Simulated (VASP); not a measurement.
AlAs (sol), 2 atoms in the cell. Symmetry: F-43m, No. 216, cubic system. The conventional cell has a = 5.675 Å, b = 5.675 Å, c = 5.675 Å, α = 90.00°, β = 90.00°, γ = 90.00°. Within 3.2 Å of Al (site symmetry -43m) lie 4 As at 2.46 Å. Within 3.2 Å of As (site symmetry -43m) lie 4 Al at 2.46 Å. 

| Item | Value |
| --- | --- |
| Program | VASP 6.6.1 |
| Task | single point |
| Functional | PBEsol |
| Potentials or basis | VASP PAW PBE potentials, release 64 (Al, As) |
| Cutoff | 500 eV |
| k mesh | 8 × 8 × 8 |
| Occupations | gaussian, width 0.02 eV |
| Spin | no spin polarisation |
| Dipole correction | no |
| Further INCAR settings | ALGO = Normal; EDIFF = 1e-06; NBANDS = 11 |

Potentials or basis: VASP PAW PBE potentials, release 64 (Al, As).

Run with:

```bash
$ cat potpaw_PBE.64/Al/POTCAR potpaw_PBE.64/As/POTCAR > POTCAR
$ mpirun -np 1 vasp_std > vasp.out
```

Hardware: 1 thread of Intel(R) Xeon(R) 6975P-C (Granite Rapids), with other jobs on the host.

Q: Estimate the wall time of this run.

A: Wall time 6.5 s on 1 thread of Intel(R) Xeon(R) 6975P-C (Granite Rapids), on a shared host, peak memory 0.17 GiB. Counts: scf iterations 12, k points 29.
